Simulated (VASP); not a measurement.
Set up this calculation in VASP 6.6.1, as the native input.

```
Task                   : single point
Functional             : PBEsol
Potentials or basis    : VASP PAW PBE potentials, release 64 (Al, Ni)
Cutoff                 : 520 eV
k mesh                 : 8 × 8 × 10
Occupations            : gaussian, width 0.15 eV
Spin                   : no spin polarisation
Dipole correction      : no
Further INCAR settings : ALGO = Fast; EDIFF = 1e-06; NBANDS = 40
```

The structure of Al3Ni5 lies in POSCAR:

```
Al3Ni5
1.0
    3.2933322733     -3.6919375996      0.0000000000
    3.2933322733      3.6919375996      0.0000000000
    0.0000000000      0.0000000000      3.7203545688
Al Ni
3 5
Direct
    0.5078035974      0.4921964026      0.0000000000
    0.7792664800      0.2207335200      0.5000000000
    0.2198887224      0.7801112776      0.5000000000
   -0.0078229920      0.0078229920      0.0000000000
    0.0123296770      0.5103333841      0.0000000000
    0.4896666159     -0.0123296770      0.0000000000
    0.2775511656      0.2749234484      0.5000000000
    0.7250765516      0.7224488344      0.5000000000
```

This cell differs from its parent crystal: atoms displaced along a vibrational mode.

The input as run:

INCAR

```
SYSTEM = Al3Ni5
ALGO = Fast ; EDIFF = 1E-6
ENCUT = 520 ; GGA = PS
ISIF = 2 ; ISMEAR = 0
LASPH = .True. ; LCHARG = .False.
LREAL = .False. ; LWAVE = .False.
NBANDS = 40 ; NELM = 100
PREC = Accurate ; SIGMA = 0.15
```

KPOINTS

```
k-points
0
Gamma
  8 8 10
  0 0 0
```

Potentials or basis: VASP PAW PBE potentials, release 64 (Al, Ni).

Run with:

```bash
$ cat potpaw_PBE.64/Al/POTCAR potpaw_PBE.64/Ni/POTCAR > POTCAR
$ mpirun -np 1 vasp_std > vasp.out
```

Results of the run:

- Pressure: 0.3 GPa
- Largest force: 0.262 eV/Å
- Band gap on the k mesh: zero (an odd number of electrons rules out a gap without spin polarisation)

Caveat: the cell differs from its parent crystal (atoms displaced along a vibrational mode); the PAW data sets were made with another functional, which shifts forces and pressure a little.

Run time: 13 min on 1 thread of Intel Xeon 8259CL, on a shared host, peak memory 0.45 GiB.
